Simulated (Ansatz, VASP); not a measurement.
## Cu: VASP beside Ansatz

Contents of INCAR:

```
SYSTEM = Cu
PREC = Accurate
ENCUT = 520
EDIFF = 1E-6
ISMEAR = 0
SIGMA = 0.1
LREAL = .FALSE.
LASPH = .TRUE.
NELM = 80
ALGO = Normal
ISIF = 2
LWAVE = .FALSE.
LCHARG = .FALSE.
GGA = PS
NBANDS = 24
```

Contents of KPOINTS:

```
regular mesh
0
G
  6 6 6
  0 0 0
```

The input POSCAR:

```
Cu
1.0
    1.3459283989      0.7770721234      6.5868449208
   -1.3459283989      0.7770721234      6.5868449208
    0.0000000000     -1.5541442469      6.5868449207
Cu
3
Direct
    0.0000000000      0.0000000000      0.0000000000
    0.7776871195      0.7776871195      0.7776871195
    0.2223128805      0.2223128805      0.2223128805
```

Input for Ansatz:

```yaml
crystal:
  lattice:
    - [1.3459283989, 0.7770721234, 6.5868449208]
    - [-1.3459283989, 0.7770721234, 6.5868449208]
    - [0.0, -1.5541442469, 6.5868449207]
  atoms:
    - { symbol: Cu, position: [0.0, 0.0, 0.0] }
    - { symbol: Cu, position: [0.7776871195, 0.7776871195, 0.7776871195] }
    - { symbol: Cu, position: [0.2223128805, 0.2223128805, 0.2223128805] }
basis:
  ecutwfc: 420
kpoints:
  mp_grid: { grid: [6, 6, 6] }
hamiltonian:
  xc: pbesol
scf:
  occupations: { method: gaussian, width: 0.1 }
output:
  forces: true
  stress: true
  eigenvalues: true
```

Alike in both runs: task single point; functional PBEsol; k mesh 6 × 6 × 6; occupations gaussian, width 0.1 eV; no spin polarisation.

```csv
,VASP,Ansatz
version,VASP 6.6.1,Ansatz 0.2.0
potentials or method,"VASP PAW PBE potentials, release 64 (Cu), cutoff 520 eV","scalar-relativistic, plane waves, PAW"
valence electrons in the cell,33,57
```

|  | VASP | Ansatz | Ansatz less VASP |
| --- | --- | --- | --- |
| gap on the k mesh at the Fermi level (eV) | none | none | - |
| pressure (GPa) | -18.8 | -19.5 | -0.70 |
| traceless stress, the component that is largest in VASP (GPa) | -1.15 | -1.20 | -0.050 |

VASP's potentials were made for PBE, not for PBEsol. A gap of «none» marks a metal or a gap that the smearing closes. The functional is the same, so the differences come from potentials, cutoffs and numerics. VASP's potentials hold 33 valence electrons a cell and Ansatz's 57, so a difference there can come from the potentials and not from the codes.

The k mesh is coarse, so the values compare programs but aren't converged.
